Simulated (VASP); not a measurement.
Input of a VASP 6.6.1 run:

Contents of INCAR:

```
SYSTEM = Al3Cu2
  PREC = Accurate
  ENCUT = 520
  EDIFF = 1E-7
  ISMEAR = 0
  SIGMA = 0.15
  LREAL = .FALSE.
  LASPH = .TRUE.
  NELM = 60
  ALGO = Fast
  ISIF = 2
  LWAVE = .FALSE.
  LCHARG = .FALSE.
  GGA = PS
  NBANDS = 24
```

The input KPOINTS:

```
Automatic mesh
0
G
  12 12 8
  0 0 0
```

POSCAR

```
Al3Cu2
1.0
    4.0985856042      0.0000000000      0.0000000000
   -2.0492928021      3.5494792528      0.0000000000
    0.0000000000      0.0000000000      4.9821008410
Al Cu
3 2
Direct
    0.0000000000      0.0000000000      0.0000000000
    0.3333333333      0.6666666667      0.3515059883
    0.6666666667      0.3333333333      0.6484940117
    0.3333333333      0.6666666667      0.8422899947
    0.6666666667      0.3333333333      0.1577100053
```

Potentials or basis: VASP PAW PBE potentials, release 64 (Al, Cu).

Command:

```console
$ cat potpaw_PBE.64/Al/POTCAR potpaw_PBE.64/Cu/POTCAR > POTCAR
$ mpirun -np 1 vasp_std > vasp.out
```

(1) Predict the pressure.

(2) What does it give for the band gap on the k mesh?

## Answers

(1) 0.9 GPa.

(2) zero (an odd number of electrons rules out a gap without spin polarisation).

Caveat: the PAW data sets were made with another functional, which shifts forces and pressure a little.
